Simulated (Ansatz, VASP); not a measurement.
**Two plane-wave programs on Ti2HC**

```
Ti H C
1.0
     1.50843    0.87089    5.10300
    -1.50843    0.87089    5.10300
     0.00000   -1.74178    5.10300
Ti H C
2 1 1
Direct
  0.73148 0.73148 0.73148
  0.26852 0.26852 0.26852
  0.00000 0.00000 0.00000
  0.50000 0.50000 0.50000
```

Alike in both runs: task single point; functional PBEsol; k mesh 15 × 15 × 15; occupations gaussian, width 0.1 eV; no spin polarisation.

|  | VASP | Ansatz |
| --- | --- | --- |
| version | VASP 6.6.1 | Ansatz 0.2.0 |
| potentials or method | VASP PAW PBE potentials, release 64 (Ti_sv, H, C), cutoff 520 eV | scalar-relativistic, plane waves, PAW |
| valence electrons in the cell | 29 | 29 |

|  | VASP | Ansatz | Ansatz less VASP |
| --- | --- | --- | --- |
| gap on the k mesh at the Fermi level (eV) | none | none | - |
| pressure (GPa) | -8.9 | -9.0 | -0.09 |
| traceless stress, the component that is largest in VASP (GPa) | -15.02 | -15.05 | -0.032 |
| rms of the force components (eV/Å) | 2.544 | 2.549 | +0.0054 |

VASP's potentials were made for PBE, not for PBEsol. Atom by atom the forces differ by 0.005 eV/Å (rms over components). A gap of «none» marks a metal or a gap that the smearing closes.
